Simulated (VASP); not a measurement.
Input of a VASP 6.6.1 run:

File POSCAR:

```
SrCl2
1.0
    0.0000000000      3.5567663891      3.5567663891
    3.5567663891      0.0000000000      3.5567663891
    3.5567663891      3.5567663891      0.0000000000
Sr Cl
1 2
Direct
    0.0000000000      0.0000000000      0.0000000000
    0.7500000000      0.7500000000      0.7500000000
    0.2500000000      0.2500000000      0.2500000000
```

Contents of INCAR.step1:

```
SYSTEM = SrCl2
PREC = Accurate
ENCUT = 520
ISMEAR = -1
SIGMA = 0.05
LREAL = .False.
LASPH = .True.
NELM = 60
NBANDS = 19
GGA = PE
ALGO = Normal
EDIFF = 1E-4
LWAVE = .True.
LCHARG = .False.
```

Contents of INCAR.step2:

```
SYSTEM = SrCl2
PREC = Accurate
ENCUT = 520
EDIFF = 1E-6
ISMEAR = -1
SIGMA = 0.05
LREAL = .False.
LASPH = .True.
NELM = 60
ALGO = Normal
ISIF = 2
LWAVE = .False.
LCHARG = .True.
METAGGA = R2SCAN
LMIXTAU = .True.
LELF = .True.
LVHAR = .True.
NBANDS = 19
ISTART = 1
```

KPOINTS

```
regular mesh
0
Gamma
  7 7 7
  0 0 0
```

Potentials or basis: VASP PAW PBE potentials, release 64 (Sr_sv, Cl).

The run is started by

```sh
$ cat potpaw_PBE.64/Sr_sv/POTCAR potpaw_PBE.64/Cl/POTCAR > POTCAR
$ cp INCAR.step1 INCAR
$ mpirun -np 1 vasp_std > vasp.out
$ cp INCAR.step2 INCAR
$ mpirun -np 1 vasp_std > vasp.out
```

Problem. Estimate the band gap on the k mesh.

Solution. 5.78 eV (least direct gap 6.08 eV).

Problem. Predict the pressure.

Solution. -1.7 GPa.

Caveat: the PAW data sets were made with another functional, which shifts forces and pressure a little; an odd mesh through Γ misses points on the zone boundary, where band edges can lie. r2SCAN opens gaps a little over a GGA but as a rule still falls short of measured ones.
